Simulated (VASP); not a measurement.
# BaTiO3 (P1) in VASP: settings compared

The runs below take BaTiO3 through single point, relaxation of cell and atoms, with PBE, LDA+U.

Everything below comes from runs of VASP 6.6.1. Logs are shortened: lines on timing, memory, paths and dates and some standing lists are left out, and cuts for length are marked.

### Step 1. The cell of the first run

The typed cell holds 5 atoms: a = 4.004 Å, b = 4.004 Å, c = 4.004 Å, α = 89.85°, β = 89.85°, γ = 89.85°.

### Step 2. Single point, PBE

INCAR

```
SYSTEM = BaTiO3
  PREC = Accurate
  ENCUT = 1340
  EDIFF = 1E-6
  ISMEAR = -1
  SIGMA = 0.05
  LREAL = .False.
  LASPH = .True.
  NELM = 120
  ALGO = Normal
  ISIF = 2
  LWAVE = .False.
  LCHARG = .False.
  GGA = PE
  NBANDS = 28
  GGA_COMPAT = .False.
```

KPOINTS

```
regular mesh
0
Gamma
  3 3 3
  0 0 0
```

POSCAR

```
BaTiO3
1.0
    2.8276681600      1.6325549700      2.3177316100
   -2.8276681600      1.6325549700      2.3177316100
    0.0000000000     -3.2651099400      2.3177316100
Ba Ti O
1 1 3
Direct
    0.0334731600      0.9884685300      0.0018377600
    0.5061032600      0.5274847800      0.5372321600
    0.4862471500      0.4971470800      0.9711514600
    0.4740898700      0.9864150100      0.4720123700
    0.9787865600      0.4791845900      0.4964662400
```

Potentials or basis: VASP PAW PBE potentials, release 64 (Ba_sv, Ti_sv, O_h).

Started as:

```console
$ cat potpaw_PBE.64/Ba_sv/POTCAR potpaw_PBE.64/Ti_sv/POTCAR potpaw_PBE.64/O_h/POTCAR > POTCAR
$ mpirun -np 1 vasp_std > vasp.out
```

OUTCAR:

```text
SYSTEM = BaTiO3
   PREC = Accurate
   ENCUT = 1340
   EDIFF = 1E-6
   ISMEAR = -1
   LREAL = .False.
   LASPH = .True.
   NELM = 120
   ISIF = 2
   GGA = PE

 ion  position               nearest neighbor table
   1  0.033  0.988  0.002-   4 2.58   3 2.67   3 2.73   4 2.76   5 2.80   5 2.83   5 2.85   5 2.89
                             4 2.92   3 2.95   3 2.99   4 3.09   2 3.23   2 3.37   2 3.40   2 3.42
   2  0.506  0.527  0.537-   3 1.74   4 1.86   5 1.91   5 2.13   4 2.19   1 3.23   1 3.37   1 3.40
                             1 3.42   1 3.53   1 3.54   1 3.59   1 3.70
   3  0.486  0.497  0.971-   2 1.74   1 2.67   1 2.73   1 2.95   1 2.99
   4  0.474  0.986  0.472-   2 1.86   2 2.19   1 2.58   1 2.76   1 2.92   1 3.09
   5  0.979  0.479  0.496-   2 1.91   2 2.13   1 2.80   1 2.83   1 2.85   1 2.89

  LATTYP: Found a trigonal (rhomboedric) cell.
 ALAT       =     4.0041007441
 COS(alpha) =     0.0025827219

  Lattice vectors:

 A1 = (   2.8276681600,   1.6325549700,   2.3177316100)
 A2 = (  -2.8276681600,   1.6325549700,   2.3177316100)
 A3 = (   0.0000000000,  -3.2651099400,   2.3177316100)

Analysis of symmetry for initial positions (statically):
=====================================================================
 Subroutine PRICEL returns:
 Original cell was already a primitive cell.

 Routine SETGRP: Setting up the symmetry group for a
 trigonal (rhombohedral) supercell.

 Subroutine GETGRP returns: Found  1 space group operations
 (whereof  1 operations were pure point group operations)
 out of a pool of 12 trial point group operations.

The static configuration has the point symmetry C_1 .

Analysis of symmetry for dynamics (positions and initial velocities):
=====================================================================
 Subroutine PRICEL returns:
 Original cell was already a primitive cell.

 Routine SETGRP: Setting up the symmetry group for a
 trigonal (rhombohedral) supercell.

 Subroutine GETGRP returns: Found  1 space group operations
 (whereof  1 operations were pure point group operations)
 out of a pool of 12 trial point group operations.

The dynamic configuration has the point symmetry C_1 .

 Subroutine INISYM returns: Found  1 space group operations
 (whereof  1 operations are pure point group operations),
 and found     1 'primitive' translations

----------------------------------------------------------------------------------------

                                     Primitive cell

  volume of cell :      64.1964

  direct lattice vectors                    reciprocal lattice vectors
     2.827668160  1.632554970  2.317731610     0.176824143  0.102089467  0.143818780
    -2.827668160  1.632554970  2.317731610    -0.176824143  0.102089467  0.143818780
     0.000000000 -3.265109940  2.317731610     0.000000000 -0.204178934  0.143818780

  length of vectors
     4.004100744  4.004100744  4.004100740     0.249745628  0.249745628  0.249745628

  position of ions in fractional coordinates (direct lattice)
     0.033473160  0.988468530  0.001837760
     0.506103260  0.527484780  0.537232160
     0.486247150  0.497147080  0.971151460
     0.474089870  0.986415010  0.472012370
     0.978786560  0.479184590  0.496466240

  ion indices of the primitive-cell ions
   primitive index   ion index
                 1           1
                 2           2
                 3           3
                 4           4
                 5           5

----------------------------------------------------------------------------------------

 KPOINTS: regular mesh

Automatic generation of k-mesh.
 Grid dimensions read from file:
 generate k-points for:    3    3    3

 Generating k-lattice:

  Cartesian coordinates                     Fractional coordinates (reciprocal lattice)
     0.058941381  0.034029822  0.047939593     0.333333333  0.000000000  0.000000000
    -0.058941381  0.034029822  0.047939593     0.000000000  0.333333333  0.000000000
     0.000000000 -0.068059645  0.047939593     0.000000000  0.000000000  0.333333333

  Length of vectors
     0.083248543  0.083248543  0.083248543

  Shift w.r.t. Gamma in fractional coordinates (k-lattice)
     0.000000000  0.000000000  0.000000000

 Subroutine IBZKPT returns following result:
 ===========================================

 Found     14 irreducible k-points:

 Following reciprocal coordinates:
            Coordinates               Weight
  0.000000  0.000000  0.000000      1.000000
  0.333333  0.000000 -0.000000      2.000000
  0.000000  0.333333 -0.000000      2.000000
 -0.000000 -0.000000  0.333333      2.000000
  0.333333  0.333333 -0.000000      2.000000
 -0.333333 -0.000000 -0.333333      2.000000
  0.000000  0.333333  0.333333      2.000000
 -0.333333  0.333333  0.000000      2.000000
  0.333333  0.000000 -0.333333      2.000000
 -0.000000 -0.333333  0.333333      2.000000
  0.333333  0.333333  0.333333      2.000000
 -0.333333  0.333333  0.333333      2.000000
  0.333333 -0.333333  0.333333      2.000000
  0.333333  0.333333 -0.333333      2.000000
   k-points           NKPTS =     14   k-points in BZ     NKDIM =     14   number of bands    NBANDS=     28
   number of dos      NEDOS =    301   number of ions     NIONS =      5
   total plane-waves  NPLWV = 110592
   dimension x,y,z NGX =    48 NGY =   48 NGZ =   48
   dimension x,y,z NGXF=    96 NGYF=   96 NGZF=   96
   ions per type =               1   1   3
   NGX,Y,Z   is equivalent  to a cutoff of  19.93, 19.93, 19.93 a.u.
   NGXF,Y,Z  is equivalent  to a cutoff of  39.86, 39.86, 39.86 a.u.
 SYSTEM =  BaTiO3
   PREC   = accura    normal or accurate (medium, high low for compatibility)
   ISTART =      0    job   : 0-new  1-cont  2-samecut
   ICHARG =      2    charge: 1-file 2-atom 10-const
   ISPIN  =      1    spin polarized calculation?
   LNONCOLLINEAR =      F non collinear calculations
   LSORBIT =      F    spin-orbit coupling
   LASPH  =      T    aspherical Exc in radial PAW
   ENCUT  = 1340.0 eV  98.49 Ry    9.92 a.u.  11.95 11.95 11.95*2*pi/ulx,y,z
   NELM   =    120;   NELMIN=  2; NELMDL= -5     # of ELM steps
   EDIFF  = 0.1E-05   stopping-criterion for ELM
   LREAL  =      F    real-space projection
[... 7 lines left out ...]
   TEBEG  =    0.0;   TEEND  =   0.0 temperature during run
   PSTRESS=    0.0 pullay stress
   NELECT =      40.0000    total number of electrons
   NUPDOWN=      -1.0000    fix difference up-down
   EMIN   =  10.00;   EMAX   =-10.00  energy-range for DOS
   EFERMI =   0.00;   METHOD = LEGACY
   ISMEAR =    -1;   SIGMA  =   0.05  broadening in eV -4-tet -1-fermi 0-gaus
   EFERMI_NEDOS =   21; number of points for ismear=-14 and -15
   IALGO  =     38    algorithm
   IMIX   =      4    mixing-type and parameters
     AMIX     =   0.40;   BMIX     =  1.00
     AMIX_MAG =   1.60;   BMIX_MAG =  1.00
  volume/ion in A,a.u.               =      12.84        86.64
  Fermi-wavevector in a.u.,A,eV,Ry     =   1.398271  2.642349 26.601582  1.955161
  Thomas-Fermi vector in A             =   2.521445
   LORBIT       =      0    0 simple, 1 ext, 2 COOP (PROOUT), +10 PAW based schemes
   GGA     = PE    functional components
   LHFCALC =     F    Hartree Fock is set to
   AEXX    =    0.0000 exact exchange contribution
   IVDW    =     0    specifies the selected vdW correction
   LEPSILON=     F    determine dielectric tensor
   LRPA    =     F    only Hartree local field effects (RPA)
 non-spin polarized calculation
  energy-cutoff  :     1340.00
  volume of cell :       64.20
 maximum number of plane-waves:      7171
   NGX = 23   NGY = 23   NGZ = 23

 number of electron      40.0000000 magnetization

 Free energy of the ion-electron system (eV)
  ---------------------------------------------------
  ext. energy  EPLUGINS =         0.00000000
  ---------------------------------------------------
  free energy    TOTEN  =       -39.75210720 eV

  energy without entropy =      -39.75210720  energy(sigma->0) =      -39.75210720

 E-fermi :   5.1566     XC(G=0): -11.2130

 val. band max:        3.8476973540   @ k =  -0.3333   0.3333   0.0000
 cond. band min:       6.8419176030   @ k =   0.0000   0.0000   0.0000
 fundamental gap:      2.9942202490
 Fermi energy:         5.1565617771

 k-point     1 :       0.0000    0.0000    0.0000
  band No.  band energies     occupation
      1     -51.9401      2.00000
      2     -28.3609      2.00000
      3     -28.2054      2.00000
      4     -28.1693      2.00000
      5     -20.6893      2.00000
      6     -12.7602      2.00000
[... 20 lines left out ...]
     27       9.4180      0.00000
     28      11.3833      0.00000

 k-point     2 :       0.3333    0.0000   -0.0000
  band No.  band energies     occupation
      1     -51.9393      2.00000
      2     -28.3594      2.00000
      3     -28.2134      2.00000
      4     -28.1992      2.00000
      5     -20.6003      2.00000
      6     -12.9665      2.00000
[... 20 lines left out ...]
     27      11.0224      0.00000
     28      12.5336      0.00000

 k-point     3 :       0.0000    0.3333   -0.0000
  band No.  band energies     occupation
      1     -51.9393      2.00000
      2     -28.3595      2.00000
      3     -28.2440      2.00000
      4     -28.1682      2.00000
      5     -20.5988      2.00000
      6     -12.9235      2.00000
[... 20 lines left out ...]
     27      11.0198      0.00000
     28      12.6938      0.00000

 k-point     4 :      -0.0000   -0.0000    0.3333
  band No.  band energies     occupation
      1     -51.9393      2.00000
      2     -28.4022      2.00000
      3     -28.2037      2.00000
      4     -28.1677      2.00000
      5     -20.5975      2.00000
      6     -12.7922      2.00000
[... 268 lines left out ...]
     27      12.2803      0.00000
     28      12.4712      0.00000

 k-point    13 :       0.3333   -0.3333    0.3333
  band No.  band energies     occupation
      1     -51.9378      2.00000
      2     -28.3976      2.00000
      3     -28.2400      2.00000
      4     -28.2040      2.00000
      5     -20.4759      2.00000
      6     -12.3612      2.00000
[... 20 lines left out ...]
     27      12.2199      0.00000
     28      12.4098      0.00000

 k-point    14 :       0.3333    0.3333   -0.3333
  band No.  band energies     occupation
      1     -51.9378      2.00000
      2     -28.3977      2.00000
      3     -28.2397      2.00000
      4     -28.2042      2.00000
      5     -20.4759      2.00000
      6     -12.3528      2.00000
[... 20 lines left out ...]
     27      12.3302      0.00000
     28      12.4584      0.00000

------------------------ aborting loop because EDIFF is reached ----------------------------------------

  FORCE on cell =-STRESS in cart. coord.  units (eV):
  Direction    XX          YY          ZZ          XY          YZ          ZX
  --------------------------------------------------------------------------------------
  -------------------------------------------------------------------------------------
  Total        3.5817301      5.3207779      4.5666529      0.0377230     -1.9384259      0.0152067
  in kB       89.3907925    132.7929650    113.9719399      0.9414700    -48.3781362      0.3795192
  external PRESSURE =     112.0518991 kB  Pullay stress =       0.0000000 kB

 VOLUME and BASIS-vectors are now :
 -----------------------------------------------------------------------------
  energy-cutoff  :     1340.00
  volume of cell :       64.20
      direct lattice vectors                 reciprocal lattice vectors
     2.827668160  1.632554970  2.317731610     0.176824143  0.102089467  0.143818780
    -2.827668160  1.632554970  2.317731610    -0.176824143  0.102089467  0.143818780
     0.000000000 -3.265109940  2.317731610     0.000000000 -0.204178934  0.143818780

 POSITION                                       TOTAL-FORCE (eV/Angst)
 -----------------------------------------------------------------------------------
     -2.70041      1.66238      2.37285        -1.275586     -0.401811     -0.264411
     -0.06046     -0.06673      3.64074         0.889444      1.494153     -1.249024
     -0.03082     -1.56547      4.53011         0.165502     -1.214588      0.826636
     -1.44869      0.84318      4.47906         0.334398     -0.174605      0.560914
      1.41271      0.75920      4.52986        -0.113758      0.296850      0.125885
 -----------------------------------------------------------------------------------
    total drift:                                0.000158      0.000650      0.000345

  FREE ENERGIE OF THE ION-ELECTRON SYSTEM (eV)
  ---------------------------------------------------
  free  energy   TOTEN  =       -39.7521071966 eV

  energy  without entropy=      -39.7521071966  energy(sigma->0) =      -39.75210720
```

Run time: 2.9 min. Hardware: 1 thread of Intel Xeon Platinum 8259CL at 2.50GHz (Skylake/Cascade Lake), shared host; peak memory 0.39 GiB.

What came out:

| Item | Value |
| --- | --- |
| Free energy | -39.7521 eV |
| Pressure | 11.2 GPa |
| Largest force | 2.141 eV/Å |
| Band gap on the k mesh | 2.99 eV (least direct gap 3.31 eV) |

Forces in eV/Å, atoms in the order of the input:
```
Ba  -1.276 -0.402 -0.264
Ti   0.889  1.494 -1.249
O    0.166 -1.215  0.827
O    0.334 -0.175  0.561
O   -0.114  0.297  0.126
```

Caveat: the k points lie up to 0.52 Å⁻¹ apart; spin-orbit coupling is left out, which moves the levels of the heavy elements; forces of over 1 eV/Å act on the atoms, so gaps and moduli don't describe the material at rest.

(Part 1 of 2 ends here.)
